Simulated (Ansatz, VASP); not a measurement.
**Two plane-wave programs on CdH2O2**

```
Cd H O
1.0
     3.49193    0.00000    0.00000
    -1.74597    3.02410    0.00000
     0.00000    0.00000    4.61182
Cd H O
1 2 2
Cartesian
  0.0000 0.0000 0.0000
  1.7460 1.0080 2.5409
  0.0000 2.0161 2.0709
  1.7460 1.0080 3.5021
  0.0000 2.0161 1.1097
```

Alike in both runs: task single point; functional PBEsol; k mesh 6 × 6 × 4; no spin polarisation.

|  | VASP | Ansatz |
| --- | --- | --- |
| version | VASP 6.6.1 | Ansatz 0.2.0 |
| potentials or method | VASP PAW PBE potentials, release 64 (Cd_sv_GW, H, O), cutoff 600 eV | plane waves, PAW |
| occupations | gaussian, width 0.01 eV | fixed |
| valence electrons in the cell | 34 | 34 |

|  | VASP | Ansatz | Ansatz less VASP |
| --- | --- | --- | --- |
| pressure (GPa) | 1.5 | 1.8 | +0.29 |
| traceless stress, the component that is largest in VASP (GPa) | 3.50 | 2.83 | -0.669 |

VASP's potentials were made for PBE, not for PBEsol. Ansatz's warnings: stress scf threshold loose.
